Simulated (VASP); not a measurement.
# O (P4/mmm) in VASP: notebook, part 2 of 2

VASP 6.6.1. The steps go on from the part before.

## (3) Relaxation of cell and atoms, PBEsol+D3(BJ)

INCAR

```
ALGO = Normal
EDIFF = 1E-7
EDIFFG = -0.01
ENCUT = 1340
GGA = PS
GGA_COMPAT = False
IBRION = 2
ISIF = 3
ISMEAR = 1
IVDW = 12
LASPH = True
LCHARG = False
LREAL = False
LWAVE = False
NELM = 120
NELMIN = 4
NSW = 50
PREC = Accurate
SIGMA = 0.1
```

KPOINTS

```
k-points
0
Gamma
  12 12 7
```

POSCAR

```
O
1.0
    1.7755912600      0.0000000000      0.0000000000
    0.0000000000      1.7755912600      0.0000000000
    0.0000000000      0.0000000000      3.0530507000
O
1
Direct
    0.0000000000      0.0000000000      0.0000000000
```

Potentials or basis: VASP PAW PBE potentials, release 64 (O_h).

On the command line:

```console
$ cat potpaw_PBE.64/O_h/POTCAR > POTCAR
$ mpirun -np 1 vasp_std > vasp.out
```

OUTCAR:

```text
EDIFF = 1E-7
   EDIFFG = -0.01
   ENCUT = 1340
   GGA = PS
   IBRION = 2
   ISIF = 3
   ISMEAR = 1
   IVDW = 12
   LASPH = True
   LREAL = False
   NELM = 120
   NELMIN = 4
   NSW = 50
   PREC = Accurate
 IVDW          = 12

 ion  position               nearest neighbor table
   1  0.000  0.000  0.000-

  LATTYP: Found a simple tetragonal cell.
 ALAT       =     1.7755912600
 C/A-ratio  =     1.7194558054

  Lattice vectors:

 A1 = (   1.7755912600,   0.0000000000,   0.0000000000)
 A2 = (   0.0000000000,   1.7755912600,   0.0000000000)
 A3 = (   0.0000000000,   0.0000000000,   3.0530507000)

Analysis of symmetry for initial positions (statically):
=====================================================================
 Subroutine PRICEL returns:
 Original cell was already a primitive cell.

 Routine SETGRP: Setting up the symmetry group for a
 simple tetragonal supercell.

 Subroutine GETGRP returns: Found 16 space group operations
 (whereof 16 operations were pure point group operations)
 out of a pool of 16 trial point group operations.

The static configuration has the point symmetry D_4h.

Analysis of symmetry for dynamics (positions and initial velocities):
=====================================================================
 Subroutine PRICEL returns:
 Original cell was already a primitive cell.

 Routine SETGRP: Setting up the symmetry group for a
 simple tetragonal supercell.

 Subroutine GETGRP returns: Found 16 space group operations
 (whereof 16 operations were pure point group operations)
 out of a pool of 16 trial point group operations.

The dynamic configuration has the point symmetry D_4h.

 Subroutine INISYM returns: Found 16 space group operations
 (whereof 16 operations are pure point group operations),
 and found     1 'primitive' translations

----------------------------------------------------------------------------------------

                                     Primitive cell

  volume of cell :       9.6254

[... 93 lines left out ...]
   ISYM   =      2    0-nonsym 1-usesym 2-fastsym
   POTIM  = 0.5000    time-step for ionic-motion
   TEBEG  =    0.0;   TEEND  =   0.0 temperature during run
   PSTRESS=    0.0 pullay stress
   NELECT =       6.0000    total number of electrons
   NUPDOWN=      -1.0000    fix difference up-down
   EMIN   =  10.00;   EMAX   =-10.00  energy-range for DOS
   EFERMI =   0.00;   METHOD = LEGACY
   ISMEAR =     1;   SIGMA  =   0.10  broadening in eV -4-tet -1-fermi 0-gaus
   EFERMI_NEDOS =   21; number of points for ismear=-14 and -15
   IALGO  =     38    algorithm
   IMIX   =      4    mixing-type and parameters
     AMIX     =   0.40;   BMIX     =  1.00
     AMIX_MAG =   1.60;   BMIX_MAG =  1.00
  volume/ion in A,a.u.               =       9.63        64.96
  Fermi-wavevector in a.u.,A,eV,Ry     =   1.398466  2.642718 26.609011  1.955707
  Thomas-Fermi vector in A             =   2.521621
   LORBIT       =      0    0 simple, 1 ext, 2 COOP (PROOUT), +10 PAW based schemes
   GGA     = PS    functional components
   LHFCALC =     F    Hartree Fock is set to
   AEXX    =    0.0000 exact exchange contribution
   IVDW    =    12    specifies the selected vdW correction
   LEPSILON=     F    determine dielectric tensor
   LRPA    =     F    only Hartree local field effects (RPA)
 conjugate gradient relaxation of ions
 non-spin polarized calculation
 Methfessel and Paxton  Order N= 1 SIGMA  =   0.10
  energy-cutoff  :     1340.00
  volume of cell :        9.63
 maximum number of plane-waves:      1086
 NGX is ok and might be reduce to    24
   NGX = 11   NGY = 11   NGZ = 19

--------------------------------------- Ionic step        1  -------------------------------------------

 number of electron       5.9999999 magnetization

 Free energy of the ion-electron system (eV)
  ---------------------------------------------------
  ext. energy  EPLUGINS =         0.00000000
  ---------------------------------------------------
  free energy    TOTEN  =        -3.73569628 eV

  energy without entropy =       -3.73479975  energy(sigma->0) =       -3.73539744

------------------------ aborting loop because EDIFF is reached ----------------------------------------

 Edisp (eV)   -0.05379

 E8    (eV) :    -0.0226
[... 186 lines left out ...]
--------------------------------------- Ionic step        6  -------------------------------------------

 number of electron       5.9999999 magnetization

 Free energy of the ion-electron system (eV)
  ---------------------------------------------------
  ext. energy  EPLUGINS =         0.00000000
  ---------------------------------------------------
  free energy    TOTEN  =        -3.73735431 eV

  energy without entropy =       -3.73649116  energy(sigma->0) =       -3.73706660

 E-fermi :   1.3123     XC(G=0): -10.4435

 val. band max:        1.2934581059   @ k =   0.4167   0.2500   0.4286
 cond. band min:       1.3423894219   @ k =   0.4167   0.3333   0.2857
 fundamental gap:      0.0489313159
 Fermi energy:         1.3123397305

 k-point     1 :       0.0000    0.0000    0.0000
  band No.  band energies     occupation
      1     -21.6808      2.00000
      2      -3.4981      2.00000
      3       5.0156      0.00000
      4       5.0156      0.00000
      5       9.4133      0.00000
      6      28.3500      0.00000
      7      30.9779      0.00000
[... 221 lines left out ...]
 k-point    24 :       0.4167    0.3333    0.0000
  band No.  band energies     occupation
      1     -13.4433      2.00000
      2      -4.5467      2.00000
      3      -1.3897      2.00000
      4       1.6630     -0.00001
      5      19.8927      0.00000
      6      24.7322      0.00000
      7      27.4521      0.00000

 [... further k-points ...]

------------------------ aborting loop because EDIFF is reached ----------------------------------------

 Edisp (eV)   -0.05265

 E8    (eV) :    -0.0222
[... 24 lines left out ...]
  FREE ENERGIE OF THE ION-ELECTRON SYSTEM (eV)
  ---------------------------------------------------
  free  energy   TOTEN  =        -3.7900049960 eV

  energy  without entropy=       -3.7891418461  energy(sigma->0) =       -3.78971728

 reached required accuracy - stopping structural energy minimisation
```

Run time: 25 s. Hardware: 1 thread of Intel Xeon 6975P-C (Granite Rapids), shared host; peak memory 0.17 GiB.

Results:

```yaml
Free_energy: -3.7900 eV
Relaxed_volume: 9.80 Å³/atom
Relaxed_cell: a = 1.773 Å, b = 1.773 Å, c = 3.118 Å, α = 90.00°, β = 90.00°, γ = 90.00°
Space_group_after_relaxing_to_0.1_Å: P4/mmm (No. 123)
Energy_gained_by_relaxing: 0.5 meV/atom
Ionic_steps: 6
Pressure_after_relaxing: 0.1 GPa
Band_gap_on_the_k_mesh: zero (bands 3 and 4 overlap by 4.61 eV)
Dispersion_energy_per_atom: -0.053 eV
```

The path:
```tsv
step	energy change (eV)	largest force (eV/Å)	pressure (GPa)	volume (Å³)
1	0.0000	0.0000	-0.46	9.63
2	-0.0001	0.0000	0.89	9.59
3	-0.0001	0.0000	0.35	9.60
4	-0.0002	0.0000	0.30	9.62
5	-0.0004	0.0000	0.24	9.68
6	-0.0005	0.0000	0.10	9.80
```

Final structure:
```
O
1.0
     1.77265    0.00000    0.00000
     0.00000    1.77265    0.00000
     0.00000    0.00000    3.11774
O
1
Direct
  0.00000 0.00000 0.00000
```

Caveat: the PAW data sets were made with another functional, which shifts forces and pressure a little.

The gap in the log of VASP goes by the Fermi energy; the results here count the filled bands.